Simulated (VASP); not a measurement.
# Sr (P6_3/mmc) in VASP: notebook, part 2 of 2

VASP 6.6.1. Earlier steps stand in the parts before.

### 3 Single point, PBEsol (volume scaled by 0.75)

INCAR

```
SYSTEM = Sr
PREC = Accurate ; ENCUT = 520
EDIFF = 1E-6 ; ISMEAR = -1
SIGMA = 0.1 ; LREAL = .FALSE.
LASPH = .TRUE. ; NELM = 80
ALGO = Normal ; ISIF = 2
LWAVE = .FALSE. ; LCHARG = .FALSE.
GGA = PS ; NBANDS = 17
```

KPOINTS

```
Automatic mesh
0
G
  12 12 6
  0 0 0
```

POSCAR

```
Sr
1.0
    3.8051558812      0.0000000000      0.0000000000
   -1.9025779406      3.2953616585      0.0000000000
    0.0000000000      0.0000000000      6.2689840297
Sr
2
Direct
    0.3333333333      0.6666666667      0.2500000000
    0.6666666667      0.3333333333      0.7500000000
```

Potentials or basis: VASP PAW PBE potentials, release 64 (Sr_sv).

Run with:

```bash
$ cat potpaw_PBE.64/Sr_sv/POTCAR > POTCAR
$ mpirun -np 1 vasp_std > vasp.out
```

OUTCAR:

```text
SYSTEM = Sr
   PREC = Accurate
   ENCUT = 520
   EDIFF = 1E-6
   ISMEAR = -1
   LREAL = .FALSE.
   LASPH = .TRUE.
   NELM = 80
   ISIF = 2
   GGA = PS

 ion  position               nearest neighbor table
   1  0.333  0.667  0.250-   2 3.83   2 3.83   2 3.83   2 3.83   2 3.83   2 3.83
   2  0.667  0.333  0.750-   1 3.83   1 3.83   1 3.83   1 3.83   1 3.83   1 3.83

  LATTYP: Found a hexagonal cell.
 ALAT       =     3.8051558812
 C/A-ratio  =     1.6474972972

  Lattice vectors:

 A1 = (   3.8051558812,   0.0000000000,   0.0000000000)
 A2 = (  -1.9025779406,   3.2953616585,   0.0000000000)
 A3 = (   0.0000000000,   0.0000000000,   6.2689840297)

Analysis of symmetry for initial positions (statically):
=====================================================================
 Subroutine PRICEL returns:
 Original cell was already a primitive cell.

 Routine SETGRP: Setting up the symmetry group for a
 hexagonal supercell.

 Subroutine GETGRP returns: Found 24 space group operations
 (whereof 12 operations were pure point group operations)
 out of a pool of 24 trial point group operations.

The static configuration has the point symmetry D_3d.
 The point group associated with its full space group is D_6h.

Analysis of symmetry for dynamics (positions and initial velocities):
=====================================================================
 Subroutine PRICEL returns:
 Original cell was already a primitive cell.

 Routine SETGRP: Setting up the symmetry group for a
 hexagonal supercell.

 Subroutine GETGRP returns: Found 24 space group operations
 (whereof 12 operations were pure point group operations)
 out of a pool of 24 trial point group operations.

The dynamic configuration has the point symmetry D_3d.
 The point group associated with its full space group is D_6h.

 Subroutine INISYM returns: Found 24 space group operations
 (whereof 12 operations are pure point group operations),
 and found     1 'primitive' translations

[... 110 lines left out ...]
   EFERMI_NEDOS =   21; number of points for ismear=-14 and -15
   IALGO  =     38    algorithm
   IMIX   =      4    mixing-type and parameters
     AMIX     =   0.40;   BMIX     =  1.00
     AMIX_MAG =   1.60;   BMIX_MAG =  1.00
  volume/ion in A,a.u.               =      39.30       265.24
  Fermi-wavevector in a.u.,A,eV,Ry     =   1.037355  1.960316 14.641293  1.076105
  Thomas-Fermi vector in A             =   2.171788
   LORBIT       =      0    0 simple, 1 ext, 2 COOP (PROOUT), +10 PAW based schemes
   GGA     = PS    functional components
   LHFCALC =     F    Hartree Fock is set to
   AEXX    =    0.0000 exact exchange contribution
   IVDW    =     0    specifies the selected vdW correction
   LEPSILON=     F    determine dielectric tensor
   LRPA    =     F    only Hartree local field effects (RPA)
 non-spin polarized calculation
  energy-cutoff  :      520.00
  volume of cell :       78.61
 maximum number of plane-waves:      2134
   NGX = 15   NGY = 15   NGZ = 23

 number of electron      20.0000000 magnetization

 Free energy of the ion-electron system (eV)
  ---------------------------------------------------
  ext. energy  EPLUGINS =         0.00000000
  ---------------------------------------------------
  free energy    TOTEN  =        -3.35314317 eV

  energy without entropy =       -3.27619655  energy(sigma->0) =       -3.31466986

 E-fermi :   2.7067     XC(G=0):  -8.5557

 val. band max:        2.7027471289   @ k =   0.2500   0.2500   0.0000
 cond. band min:       2.7299847664   @ k =   0.3333   0.0000   0.0000
 fundamental gap:      0.0272376375
 Fermi energy:         2.7066568851

 k-point     1 :       0.0000    0.0000    0.0000
  band No.  band energies     occupation
      1     -33.1578      2.00000
      2     -33.0952      2.00000
      3     -15.5261      2.00000
      4     -14.9975      2.00000
      5     -14.9975      2.00000
      6     -14.9227      2.00000
[... 457 lines left out ...]
      4     -15.3195      2.00000
      5     -15.2586      2.00000
      6     -15.0958      2.00000
[... 9 lines left out ...]
     16       7.2101      0.00000
     17       7.3807      0.00000

 [... further k-points ...]

------------------------ aborting loop because EDIFF is reached ----------------------------------------

  FORCE on cell =-STRESS in cart. coord.  units (eV):
  Direction    XX          YY          ZZ          XY          YZ          ZX
  --------------------------------------------------------------------------------------
  -------------------------------------------------------------------------------------
  Total        2.5647751      2.5647751      2.6522573      0.0000000     -0.0000000      0.0000000
  in kB       52.2741720     52.2741720     54.0571978      0.0000000     -0.0000000      0.0000000
  external PRESSURE =      52.8685139 kB  Pullay stress =       0.0000000 kB

 VOLUME and BASIS-vectors are now :
 -----------------------------------------------------------------------------
  energy-cutoff  :      520.00
  volume of cell :       78.61
      direct lattice vectors                 reciprocal lattice vectors
     3.805155881  0.000000000  0.000000000     0.262801323  0.151728415  0.000000000
    -1.902577941  3.295361659  0.000000000     0.000000000  0.303456829  0.000000000
     0.000000000  0.000000000  6.268984030     0.000000000  0.000000000  0.159515481

 POSITION                                       TOTAL-FORCE (eV/Angst)
 -----------------------------------------------------------------------------------
     -0.00000      2.19691      1.56725        -0.000000     -0.000000      0.000000
      1.90258      1.09845      4.70174         0.000000      0.000000      0.000000
 -----------------------------------------------------------------------------------
    total drift:                               -0.000000      0.000000     -0.000000

  FREE ENERGIE OF THE ION-ELECTRON SYSTEM (eV)
  ---------------------------------------------------
  free  energy   TOTEN  =        -3.3531431653 eV

  energy  without entropy=       -3.2761965549  energy(sigma->0) =       -3.31466986
```

OSZICAR:

```text
N       E                     dE             d eps       ncg     rms          rms(c)
DAV:   1     0.103574713149E+03    0.10357E+03   -0.97939E+03  2584   0.104E+03
DAV:   2     0.401022158711E+01   -0.99564E+02   -0.97930E+02  3373   0.234E+02
DAV:   3    -0.324576385110E+01   -0.72560E+01   -0.72289E+01  4544   0.462E+01
DAV:   4    -0.338413233891E+01   -0.13837E+00   -0.13827E+00  3342   0.548E+00
DAV:   5    -0.338655773438E+01   -0.24254E-02   -0.24252E-02  3984   0.591E-01    0.200E+01
DAV:   6    -0.336472620953E+01    0.21832E-01   -0.13331E-02  4556   0.931E-01    0.117E+01
DAV:   7    -0.335287997428E+01    0.11846E-01   -0.28812E-02  4779   0.127E+00    0.222E-01
DAV:   8    -0.335310278293E+01   -0.22281E-03   -0.67045E-04  3326   0.134E-01    0.795E-02
DAV:   9    -0.335314210254E+01   -0.39320E-04   -0.49400E-05  4037   0.438E-02    0.264E-02
DAV:  10    -0.335314349148E+01   -0.13889E-05   -0.99490E-06  3856   0.233E-02    0.999E-03
DAV:  11    -0.335314316535E+01    0.32614E-06   -0.61458E-07  2100   0.446E-03
   1 F= -.33531432E+01 E0= -.33146699E+01  d E =-.769466E-01
```

stdout:

```text
POSCAR found type information on POSCAR Sr
 POSCAR found :  1 types and       2 ions
 scaLAPACK will be used
 -----------------------------------------------------------------------------
|                                                                             |
|                                                                             |
|     You enforced a specific xc type in the INCAR file but a different       |
|     I HOPE YOU KNOW WHAT YOU ARE DOING!                                     |
|                                                                             |
 -----------------------------------------------------------------------------

 LDA part: xc-table for (Slater+PW92), standard interpolation
 POSCAR, INCAR and KPOINTS ok, starting setup
 FFT: planning ... GRIDC
 FFT: planning ... GRID_SOFT
 FFT: planning ... GRID
 WAVECAR not read
 entering main loop
```

It took 27 s on 1 thread of Intel Xeon 6975P-C (Granite Rapids), shared host; peak memory 0.23 GiB.

Results:

```
Free energy            : -3.3531 eV
Pressure               : 5.3 GPa
Band gap on the k mesh : zero (band 10 reaches 2.91 eV, above the bottom of band 11 at 2.50 eV)
```

Caveat: the PAW data sets were made with another functional, which shifts forces and pressure a little.
